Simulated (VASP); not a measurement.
# TaBi (CsCl type) (Pm-3m) in VASP: notebook

Aim: see how the results for TaBi (CsCl type) move with the level of theory and the settings. Levels: LDA, LDA+U. Tasks: single point.

Everything below comes from runs of VASP 6.6.1. Logs are shortened: lines on timing, memory, paths and dates and some standing lists are left out, and cuts for length are marked.

**1. The cell of the first run**

The structure is cubic, space group Pm-3m (No. 221). Conventional cell: a = 3.441 Å, b = 3.441 Å, c = 3.441 Å, α = 90.00°, β = 90.00°, γ = 90.00°. Within 3.9 Å of Ta (site symmetry m-3m) lie 8 Bi at 2.98 Å and 6 Ta at 3.44 Å. Within 3.9 Å of Bi (site symmetry m-3m) lie 8 Ta at 2.98 Å and 6 Bi at 3.44 Å.

**2. Single point, LDA**

The input, INCAR:

```
SYSTEM = TaBi
PREC = Accurate
ENCUT = 520
EDIFF = 1E-7
ISMEAR = -1
SIGMA = 0.05
LREAL = .FALSE.
LASPH = .TRUE.
NELM = 60
ALGO = Normal
ISIF = 2
LWAVE = .FALSE.
LCHARG = .TRUE.
LELF = .TRUE.
LVHAR = .TRUE.
NBANDS = 20
```

The input, KPOINTS:

```
Automatic mesh
0
G
  11 11 11
  0 0 0
```

The input, POSCAR:

```
TaBi
1.0
    3.4409952215      0.0000000000      0.0000000000
    0.0000000000      3.4409952215      0.0000000000
    0.0000000000      0.0000000000      3.4409952215
Ta Bi
1 1
Direct
    0.0000000000      0.0000000000      0.0000000000
    0.5000000000      0.5000000000      0.5000000000
```

Potentials or basis: VASP PAW LDA potentials, release 64 (Ta_pv, Bi_d).

The run is started by

```
cat potpaw_LDA.64/Ta_pv/POTCAR potpaw_LDA.64/Bi_d/POTCAR > POTCAR
mpirun -np 1 vasp_std > vasp.out
```

OUTCAR:

```text
SYSTEM = TaBi
   PREC = Accurate
   ENCUT = 520
   EDIFF = 1E-7
   ISMEAR = -1
   LREAL = .FALSE.
   LASPH = .TRUE.
   NELM = 60
   ISIF = 2

 ion  position               nearest neighbor table
   1  0.000  0.000  0.000-   2 2.98   2 2.98   2 2.98   2 2.98   2 2.98   2 2.98   2 2.98   2 2.98

   2  0.500  0.500  0.500-   1 2.98   1 2.98   1 2.98   1 2.98   1 2.98   1 2.98   1 2.98   1 2.98

  LATTYP: Found a simple cubic cell.
 ALAT       =     3.4409952215

  Lattice vectors:

 A1 = (   3.4409952215,   0.0000000000,   0.0000000000)
 A2 = (   0.0000000000,   3.4409952215,   0.0000000000)
 A3 = (   0.0000000000,   0.0000000000,   3.4409952215)

Analysis of symmetry for initial positions (statically):
=====================================================================
 Subroutine PRICEL returns:
 Original cell was already a primitive cell.

 Routine SETGRP: Setting up the symmetry group for a
 simple cubic supercell.

 Subroutine GETGRP returns: Found 48 space group operations
 (whereof 48 operations were pure point group operations)
 out of a pool of 48 trial point group operations.

The static configuration has the point symmetry O_h .

Analysis of symmetry for dynamics (positions and initial velocities):
=====================================================================
 Subroutine PRICEL returns:
 Original cell was already a primitive cell.

 Routine SETGRP: Setting up the symmetry group for a
 simple cubic supercell.

 Subroutine GETGRP returns: Found 48 space group operations
 (whereof 48 operations were pure point group operations)
 out of a pool of 48 trial point group operations.

The dynamic configuration has the point symmetry O_h .

 Subroutine INISYM returns: Found 48 space group operations
 (whereof 48 operations are pure point group operations),
 and found     1 'primitive' translations

----------------------------------------------------------------------------------------

                                     Primitive cell

  volume of cell :      40.7429

  direct lattice vectors                    reciprocal lattice vectors
     3.440995222  0.000000000  0.000000000     0.290613597  0.000000000  0.000000000
     0.000000000  3.440995222  0.000000000     0.000000000  0.290613597  0.000000000
     0.000000000  0.000000000  3.440995222     0.000000000  0.000000000  0.290613597

  length of vectors
     3.440995222  3.440995222  3.440995222     0.290613597  0.290613597  0.290613597

  position of ions in fractional coordinates (direct lattice)
     0.000000000  0.000000000  0.000000000
     0.500000000  0.500000000  0.500000000

  ion indices of the primitive-cell ions
   primitive index   ion index
                 1           1
                 2           2

----------------------------------------------------------------------------------------

 KPOINTS: Automatic mesh

Automatic generation of k-mesh.
 Grid dimensions read from file:
 generate k-points for:   11   11   11

 Generating k-lattice:

  Cartesian coordinates                     Fractional coordinates (reciprocal lattice)
     0.026419418  0.000000000  0.000000000     0.090909091  0.000000000  0.000000000
     0.000000000  0.026419418  0.000000000     0.000000000  0.090909091  0.000000000
     0.000000000  0.000000000  0.026419418     0.000000000  0.000000000  0.090909091

  Length of vectors
     0.026419418  0.026419418  0.026419418

  Shift w.r.t. Gamma in fractional coordinates (k-lattice)
     0.000000000  0.000000000  0.000000000

 Subroutine IBZKPT returns following result:
 ===========================================

 Found     56 irreducible k-points:

 Following reciprocal coordinates:
            Coordinates               Weight
  0.000000  0.000000  0.000000      1.000000
  0.090909  0.000000  0.000000      6.000000
  0.181818  0.000000  0.000000      6.000000
  0.272727  0.000000  0.000000      6.000000
  0.363636  0.000000  0.000000      6.000000
  0.454545  0.000000  0.000000      6.000000
[... 16 lines left out ...]
  0.181818  0.090909  0.090909     24.000000
  0.272727  0.090909  0.090909     24.000000
 [... further k-points ...]
   k-points           NKPTS =     56   k-points in BZ     NKDIM =     56   number of bands    NBANDS=     20
   number of dos      NEDOS =    301   number of ions     NIONS =      2
   total plane-waves  NPLWV =  21952
   dimension x,y,z NGX =    28 NGY =   28 NGZ =   28
   dimension x,y,z NGXF=    56 NGYF=   56 NGZF=   56
   ions per type =               1   1
   NGX,Y,Z   is equivalent  to a cutoff of  13.53, 13.53, 13.53 a.u.
   NGXF,Y,Z  is equivalent  to a cutoff of  27.06, 27.06, 27.06 a.u.
 SYSTEM =  TaBi
   PREC   = accura    normal or accurate (medium, high low for compatibility)
   ISTART =      0    job   : 0-new  1-cont  2-samecut
   ICHARG =      2    charge: 1-file 2-atom 10-const
   ISPIN  =      1    spin polarized calculation?
   LNONCOLLINEAR =      F non collinear calculations
   LSORBIT =      F    spin-orbit coupling
   LASPH  =      T    aspherical Exc in radial PAW
   ENCUT  =  520.0 eV  38.22 Ry    6.18 a.u.   6.40  6.40  6.40*2*pi/ulx,y,z
   NELM   =     60;   NELMIN=  2; NELMDL= -5     # of ELM steps
   EDIFF  = 0.1E-06   stopping-criterion for ELM
   LREAL  =      F    real-space projection
   EDIFFG = 0.1E-05   stopping-criterion for IOM
   NSW    =      0    number of steps for IOM
   IBRION =     -1    ionic relax: 0-MD 1-quasi-New 2-CG
   NFREE  =      0    steps in history (QN), initial steepest desc. (CG)
   ISIF   =      2    stress and relaxation
   ISYM   =      2    0-nonsym 1-usesym 2-fastsym
   POTIM  = 0.5000    time-step for ionic-motion
   TEBEG  =    0.0;   TEEND  =   0.0 temperature during run
   PSTRESS=    0.0 pullay stress
   NELECT =      26.0000    total number of electrons
   NUPDOWN=      -1.0000    fix difference up-down
   EMIN   =  10.00;   EMAX   =-10.00  energy-range for DOS
   EFERMI =   0.00;   METHOD = LEGACY
   ISMEAR =    -1;   SIGMA  =   0.05  broadening in eV -4-tet -1-fermi 0-gaus
   EFERMI_NEDOS =   21; number of points for ismear=-14 and -15
   IALGO  =     38    algorithm
   IMIX   =      4    mixing-type and parameters
     AMIX     =   0.40;   BMIX     =  1.00
     AMIX_MAG =   1.60;   BMIX_MAG =  1.00
  volume/ion in A,a.u.               =      20.37       137.47
  Fermi-wavevector in a.u.,A,eV,Ry     =   1.409446  2.663467 27.028504  1.986539
  Thomas-Fermi vector in A             =   2.531501
   LORBIT       =      0    0 simple, 1 ext, 2 COOP (PROOUT), +10 PAW based schemes
   GGA     = CA    functional components
   LHFCALC =     F    Hartree Fock is set to
   AEXX    =    0.0000 exact exchange contribution
   IVDW    =     0    specifies the selected vdW correction
   LEPSILON=     F    determine dielectric tensor
   LRPA    =     F    only Hartree local field effects (RPA)
 non-spin polarized calculation
  energy-cutoff  :      520.00
  volume of cell :       40.74
 maximum number of plane-waves:      1116
 NGX is ok and might be reduce to    28
   NGX = 13   NGY = 13   NGZ = 13

 number of electron      25.9999996 magnetization

 Free energy of the ion-electron system (eV)
  ---------------------------------------------------
  ext. energy  EPLUGINS =         0.00000000
  ---------------------------------------------------
  free energy    TOTEN  =       -16.42870997 eV

  energy without entropy =      -16.41833971  energy(sigma->0) =      -16.42352484

 E-fermi :   9.5697     XC(G=0): -12.4394

 val. band max:        9.5467595076   @ k =   0.0909   0.0000   0.0000
 cond. band min:       9.5709833795   @ k =   0.2727   0.1818   0.1818
 fundamental gap:      0.0242238718
 Fermi energy:         9.5697019836

 k-point     1 :       0.0000    0.0000    0.0000
  band No.  band energies     occupation
      1     -25.1870      2.00000
      2     -25.1870      2.00000
      3     -25.1870      2.00000
      4     -13.4106      2.00000
      5     -13.4106      2.00000
      6     -13.2406      2.00000
[... 12 lines left out ...]
     19      20.1342      0.00000
     20      20.1342      0.00000

 k-point     2 :       0.0909    0.0000    0.0000
  band No.  band energies     occupation
      1     -25.1991      2.00000
      2     -25.1863      2.00000
      3     -25.1863      2.00000
      4     -13.4095      2.00000
      5     -13.3955      2.00000
      6     -13.2434      2.00000
[... 12 lines left out ...]
     19      19.3136      0.00000
     20      20.3606      0.00000

 k-point     3 :       0.1818    0.0000    0.0000
  band No.  band energies     occupation
      1     -25.2315      2.00000
      2     -25.1844      2.00000
      3     -25.1844      2.00000
      4     -13.4062      2.00000
      5     -13.3548      2.00000
      6     -13.2511      2.00000
[... 12 lines left out ...]
     19      18.1790      0.00000
     20      21.1061      0.00000

 k-point     4 :       0.2727    0.0000    0.0000
  band No.  band energies     occupation
      1     -25.2735      2.00000
      2     -25.1819      2.00000
      3     -25.1819      2.00000
      4     -13.4020      2.00000
      5     -13.3014      2.00000
      6     -13.2609      2.00000
[... 12 lines left out ...]
     19      17.2150      0.00000
     20      20.8301      0.00000

 k-point     5 :       0.3636    0.0000    0.0000
  band No.  band energies     occupation
      1     -25.3118      2.00000
      2     -25.1797      2.00000
      3     -25.1797      2.00000
      4     -13.3980      2.00000
      5     -13.2700      2.00000
      6     -13.2700      2.00000
[... 12 lines left out ...]
     19      16.5221      0.00000
     20      18.9952      0.00000
[... 353 lines left out ...]
      6     -13.2995      2.00000
[... 12 lines left out ...]
     19      17.9405      0.00000
     20      18.0024      0.00000

 k-point    22 :       0.0909    0.0909    0.0909
  band No.  band energies     occupation
      1     -25.1996      2.00000
      2     -25.1964      2.00000
      3     -25.1964      2.00000
      4     -13.3863      2.00000
      5     -13.3863      2.00000
      6     -13.2482      2.00000
[... 12 lines left out ...]
     19      19.4638      0.00000
     20      19.4638      0.00000

 k-point    23 :       0.1818    0.0909    0.0909
  band No.  band energies     occupation
      1     -25.2295      2.00000
      2     -25.1957      2.00000
      3     -25.1945      2.00000
      4     -13.3835      2.00000
      5     -13.3457      2.00000
      6     -13.2571      2.00000
[... 12 lines left out ...]
     19      18.5186      0.00000
     20      20.0946      0.00000

 k-point    24 :       0.2727    0.0909    0.0909
  band No.  band energies     occupation
      1     -25.2708      2.00000
      2     -25.1924      2.00000
      3     -25.1920      2.00000
      4     -13.3797      2.00000
      5     -13.2923      2.00000
      6     -13.2706      2.00000
[... 12 lines left out ...]
     19      17.6724      0.00000
     20      19.1571      0.00000

 [... further k-points ...]
[... 5 lines left out ...]
  --------------------------------------------------------------------------------------
  -------------------------------------------------------------------------------------
  Total        0.1014885      0.1014885      0.1014885      0.0000000      0.0000000      0.0000000
  in kB        3.9909409      3.9909409      3.9909409      0.0000000      0.0000000      0.0000000
  external PRESSURE =       3.9909409 kB  Pullay stress =       0.0000000 kB

 VOLUME and BASIS-vectors are now :
 -----------------------------------------------------------------------------
  energy-cutoff  :      520.00
  volume of cell :       40.74
      direct lattice vectors                 reciprocal lattice vectors
     3.440995222  0.000000000  0.000000000     0.290613597  0.000000000  0.000000000
     0.000000000  3.440995222  0.000000000     0.000000000  0.290613597  0.000000000
     0.000000000  0.000000000  3.440995222     0.000000000  0.000000000  0.290613597

 POSITION                                       TOTAL-FORCE (eV/Angst)
 -----------------------------------------------------------------------------------
      0.00000      0.00000      0.00000         0.000000      0.000000      0.000000
      1.72050      1.72050      1.72050         0.000000      0.000000      0.000000
 -----------------------------------------------------------------------------------
    total drift:                                0.000000      0.000000      0.000000

  FREE ENERGIE OF THE ION-ELECTRON SYSTEM (eV)
  ---------------------------------------------------
  free  energy   TOTEN  =       -16.4287099653 eV

  energy  without entropy=      -16.4183397137  energy(sigma->0) =      -16.42352484
```

Run time: 23 s. Hardware: 1 thread of Intel Xeon 6975P-C (Granite Rapids), shared host; peak memory 0.17 GiB.

What came out:

| Property | Result |
| --- | --- |
| Free energy | -16.4287 eV |
| Pressure | 0.4 GPa |
| Band gap on the k mesh | zero (band 13 reaches 11.36 eV, above the bottom of band 14 at 9.16 eV) |

Caveat: spin-orbit coupling is left out, which moves the levels of the heavy elements.

**3. Single point, LDA**

The input, INCAR:

```
ALGO = Normal
EDIFF = 1E-7
ENCUT = 520
GGA = CA
ISIF = 2
ISMEAR = -1
LASPH = True
LCHARG = True
LELF = True
LREAL = False
LVHAR = True
LWAVE = False
NBANDS = 20
NELM = 60
PREC = Accurate
SIGMA = 0.05
```

The input, KPOINTS:

```
k-points
0
Gamma
  11 11 11
```

POSCAR is that of step 2.

Potentials or basis: VASP PAW LDA potentials, release 64 (Ta_pv, Bi_d).

The run is started by

```
cat potpaw_LDA.64/Ta_pv/POTCAR potpaw_LDA.64/Bi_d/POTCAR > POTCAR
mpirun -np 1 vasp_std > vasp.out
```

It took 23 s on 1 thread of Intel Xeon 6975P-C (Granite Rapids), shared host; peak memory 0.17 GiB.

Results (log left out):

| Item | Value |
| --- | --- |
| Free energy | -16.4287 eV |
| Pressure | 0.4 GPa |
| Band gap on the k mesh | zero (band 13 reaches 11.36 eV, above the bottom of band 14 at 9.16 eV) |

Levels at points of the mesh, in eV from the Fermi level:
| k point | band 9 | band 10 | band 11 | band 12 | band 13 | band 14 | band 15 | band 16 | band 17 | band 18 |
| --- | --- | --- | --- | --- | --- | --- | --- | --- | --- | --- |
| (0.00, 0.00, 0.00) | -14.24 | -2.35 | -2.35 | 0.62 | 0.62 | 0.62 | 1.51 | 1.51 | 1.51 | 2.80 |

Caveat: spin-orbit coupling is left out, which moves the levels of the heavy elements.

**4. Single point, LDA+U**

This run uses another cell than the first one, of 17.11 Å³/atom, 0.840 times its volume.

The input, INCAR:

```
ALGO     = Normal         # electronic algorithm
EDIFF    = 1E-7           # SCF threshold, eV
ENCUT    = 520            # plane-wave cutoff, eV
ISIF     = 2              # what is computed and relaxed
ISMEAR   = -1             # smearing method
LASPH    = True           # aspherical terms in the spheres
LCHARG   = False          # write CHGCAR
LDAU     = True           # DFT+U
LDAUJ    = 0 0          
LDAUL    = 2 -1           # shell
LDAUPRINT= 1            
LDAUTYPE = 2            
LDAUU    = 2 0            # U, eV
LMAXMIX  = 4              # l up to which the mixer works
LREAL    = False          # projectors in reciprocal space
LWAVE    = False          # write WAVECAR
NBANDS   = 20             # bands
NELM     = 150            # most SCF steps
PREC     = Accurate       # precision mode
SIGMA    = 0.05           # smearing width, eV
```

KPOINTS is that of step 3.

The input, POSCAR:

```
TaBi
1.0
    3.2467124886      0.0000000000      0.0000000000
    0.0000000000      3.2467124886      0.0000000000
    0.0000000000      0.0000000000      3.2467124886
Ta Bi
1 1
Direct
    0.0000000000      0.0000000000      0.0000000000
    0.5000000000      0.5000000000      0.5000000000
```

The run is started by

```
cat potpaw_LDA.64/Ta_pv/POTCAR potpaw_LDA.64/Bi_d/POTCAR > POTCAR
mpirun -np 1 vasp_std > vasp.out
```

Run time: 13 s. Hardware: 1 thread of Intel Xeon 6975P-C (Granite Rapids), shared host; peak memory 0.15 GiB.

The run converged. Its results:

| Quantity | Value |
| --- | --- |
| Free energy | -13.7936 eV |
| Pressure | 42.6 GPa |
| Band gap on the k mesh | zero (band 13 reaches 14.45 eV, above the bottom of band 14 at 11.57 eV) |

Levels at points of the mesh, in eV from the Fermi level:
```tsv
k point	band 11	band 12	band 13	band 14	band 15	band 16
(0.00, 0.00, 0.00)	-3.06	0.73	0.73	0.73	1.98	1.98
```

Eigenvalues of the final occupation matrices:
```
    site  spin  trace               eigenvalues
site 1 d     1   1.32  0.24 0.24 0.24 0.30 0.30
site 1 d     2   1.32  0.24 0.24 0.24 0.30 0.30
```

Caveat: spin-orbit coupling is left out, which moves the levels of the heavy elements; U without spin polarisation on a metal has little footing; the U is typed as a test and isn't derived for this compound.
